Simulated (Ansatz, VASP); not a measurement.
## CuO in VASP and in Ansatz

INCAR

```
PREC     = Accurate       # precision mode
ENCUT    = 600            # plane-wave cutoff, eV
EDIFF    = 1E-6           # SCF threshold, eV
ISMEAR   = 0              # smearing method
SIGMA    = 0.1            # smearing width, eV
LREAL    = False          # projectors in reciprocal space
LASPH    = True           # aspherical terms in the spheres
NELM     = 80             # most SCF steps
ALGO     = Normal         # electronic algorithm
ISIF     = 3              # what is computed and relaxed
LWAVE    = False          # write WAVECAR
LCHARG   = False          # write CHGCAR
GGA      = PE             # functional
IBRION   = 2              # ionic algorithm
NSW      = 90             # ionic steps
EDIFFG   = -0.04          # ionic threshold
```

KPOINTS

```
Automatic mesh
0
Gamma
  6 6 4
```

File POSCAR:

```
CuO
1.0
    2.8795009639      0.0000000000      0.0000000000
    0.0390727580      2.8792794796      0.0000000000
    0.0174953863      0.0172449008      5.1763391994
Cu O
2 2
Direct
    0.5000000000      0.0000000000      0.5000000000
    0.0000000000      0.5000000000      0.0000000000
    0.0015760300      0.9983282200      0.2501129000
    0.9984239700      0.0016717800      0.7498871000
```

Input for Ansatz:

```yaml
crystal:
  lattice:
    - [2.8795009639, 0.0, 0.0]
    - [0.039072758, 2.8792794796, 0.0]
    - [0.0174953863, 0.0172449008, 5.1763391994]
  atoms:
    - { symbol: Cu, position: [0.5, 0.0, 0.5] }
    - { symbol: Cu, position: [0.0, 0.5, 0.0] }
    - { symbol: O, position: [0.00157603, 0.99832822, 0.2501129] }
    - { symbol: O, position: [0.99842397, 0.00167178, 0.7498871] }
basis:
  ecutwfc: 420
kpoints:
  mp_grid: { grid: [6, 6, 4] }
hamiltonian:
  xc: pbe
scf:
  occupations: { method: gaussian, width: 0.1 }
  lower_state_search: "off"
output:
  forces: true
  stress: true
  eigenvalues: true
relax:
  adjacent_minimum: "off"
  f_tol: 0.04
  max_steps: 70
  cell: { stress_tol: 0.4 }
```

Alike in both runs: task relaxation of cell and atoms; functional PBE; k mesh 6 × 6 × 4; occupations gaussian, width 0.1 eV; no spin polarisation.

|  | VASP | Ansatz |
| --- | --- | --- |
| version | VASP 6.6.1 | Ansatz 0.2.0 |
| potentials or method | VASP PAW PBE potentials, release 64 (Cu, O), cutoff 600 eV | scalar-relativistic, plane waves, PAW |
| valence electrons in the cell | 34 | 50 |

VASP gave:

| Property | Result |
| --- | --- |
| gap on the k mesh at the Fermi level, each at its own relaxed structure (eV) | none |
| relaxed volume (Å³/atom) | 11.23 |
| relaxed length of the cell vector where the two differ most in proportion (Å) | 5.166 |

**Question.** Which values does Ansatz return?

**Answer.** gap on the k mesh at the Fermi level, each at its own relaxed structure (eV): none; relaxed volume (Å³/atom): 11.18; relaxed length of the cell vector where the two differ most in proportion (Å): 5.157.

A gap of «none» marks a metal or a gap that the smearing closes. VASP's potentials hold 34 valence electrons a cell and Ansatz's 50, so a difference there can come from the potentials and not from the codes.

The k mesh is coarse, so the values compare programs but aren't converged.
